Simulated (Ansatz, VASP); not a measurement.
## SiNi in VASP and in Ansatz

Contents of INCAR:

```
PREC = Accurate ; ENCUT = 600
EDIFF = 1E-7 ; ISMEAR = 0
SIGMA = 0.1 ; LREAL = F
LASPH = T ; NELM = 60
ALGO = Normal ; ISIF = 3
LWAVE = F ; LCHARG = F
GGA = PE ; IBRION = 2
NSW = 90 ; EDIFFG = -0.04
```

KPOINTS

```
regular mesh
0
Gamma
  4 4 4
```

Contents of POSCAR:

```
SiNi
1.0
    4.4967800000      0.0000000000      0.0000000000
    0.0000000000      4.4967800000      0.0000000000
    0.0000000000      0.0000000000      4.4967800000
Si Ni
4 4
Direct
    0.8601000000      0.8601000000      0.8601000000
    0.6399000000      0.1399000000      0.3601000000
    0.3601000000      0.6399000000      0.1399000000
    0.1399000000      0.3601000000      0.6399000000
    0.1470000000      0.1470000000      0.1470000000
    0.3530000000      0.8530000000      0.6470000000
    0.6470000000      0.3530000000      0.8530000000
    0.8530000000      0.6470000000      0.3530000000
```

Input for Ansatz:

```yaml
crystal:
  lattice:
    - [4.49678, 0.0, 0.0]
    - [0.0, 4.49678, 0.0]
    - [0.0, 0.0, 4.49678]
  atoms:
    - { symbol: Si, position: [0.8601, 0.8601, 0.8601] }
    - { symbol: Si, position: [0.6399, 0.1399, 0.3601] }
    - { symbol: Si, position: [0.3601, 0.6399, 0.1399] }
    - { symbol: Si, position: [0.1399, 0.3601, 0.6399] }
    - { symbol: Ni, position: [0.147, 0.147, 0.147] }
    - { symbol: Ni, position: [0.353, 0.853, 0.647] }
    - { symbol: Ni, position: [0.647, 0.353, 0.853] }
    - { symbol: Ni, position: [0.853, 0.647, 0.353] }
basis:
  ecutwfc: 420
kpoints:
  mp_grid: { grid: [4, 4, 4] }
hamiltonian:
  xc: pbe
scf:
  occupations: { method: gaussian, width: 0.1 }
  lower_state_search: "off"
output:
  forces: true
  stress: true
  eigenvalues: true
relax:
  adjacent_minimum: "off"
  f_tol: 0.04
  max_steps: 70
  cell: { stress_tol: 0.4 }
```

Alike in both runs: task relaxation of cell and atoms; functional PBE; k mesh 4 × 4 × 4; occupations gaussian, width 0.1 eV; no spin polarisation.

|  | VASP | Ansatz |
| --- | --- | --- |
| version | VASP 6.6.1 | Ansatz 0.2.0 |
| potentials or method | VASP PAW PBE potentials, release 64 (Si, Ni), cutoff 600 eV | scalar-relativistic, plane waves, PAW |
| valence electrons in the cell | 56 | 88 |

VASP gave:

* gap on the k mesh at the Fermi level, each at its own relaxed structure (eV): none
* relaxed volume (Å³/atom): 11.55
* relaxed length of the cell vector where the two differ most in proportion (Å): 4.521

Task: Which values does Ansatz return?

Result: gap on the k mesh at the Fermi level, each at its own relaxed structure (eV): none; relaxed volume (Å³/atom): 11.55; relaxed length of the cell vector where the two differ most in proportion (Å): 4.520.

A gap of «none» marks a metal or a gap that the smearing closes. VASP's potentials hold 56 valence electrons a cell and Ansatz's 88, so a difference there can come from the potentials and not from the codes.
